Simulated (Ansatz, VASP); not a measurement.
# BaS in VASP and in Ansatz

```
CELL_PARAMETERS angstrom
0.00000 3.19375 3.16181
3.19375 0.00000 3.16181
3.19375 3.19375 0.00000
ATOMIC_POSITIONS crystal
Ba 0.00000 0.00000 0.00000
S 0.50000 0.50000 0.50000
```

Change from the starting cell: strain -0.0100 x Voigt [0, 0, 1, 0, 0, 0], atoms carried along.

Alike in both runs: task single point; functional PBE; k mesh 8 × 8 × 8; occupations gaussian, width 0.05 eV; no spin polarisation.

|  | VASP | Ansatz |
| --- | --- | --- |
| version | VASP 6.6.1 | Ansatz 0.2.0 |
| potentials or method | VASP PAW PBE potentials, release 64 (Ba_sv, S), cutoff 520 eV | scalar-relativistic, plane waves, PAW |
| valence electrons in the cell | 16 | 16 |

Ansatz gave:

| Quantity | Value |
| --- | --- |
| gap on the k mesh at the Fermi level (eV) | 2.16 |
| least direct gap on the mesh (eV) | 2.27 |
| pressure (GPa) | 1.3 |
| traceless stress, the component that is largest in VASP (GPa) | 0.57 |

Question: What did VASP give for the same quantities?

Answer: gap on the k mesh at the Fermi level (eV): 2.06; least direct gap on the mesh (eV): 2.20; pressure (GPa): 1.9; traceless stress, the component that is largest in VASP (GPa): 0.63.

Spin-orbit coupling is off throughout.
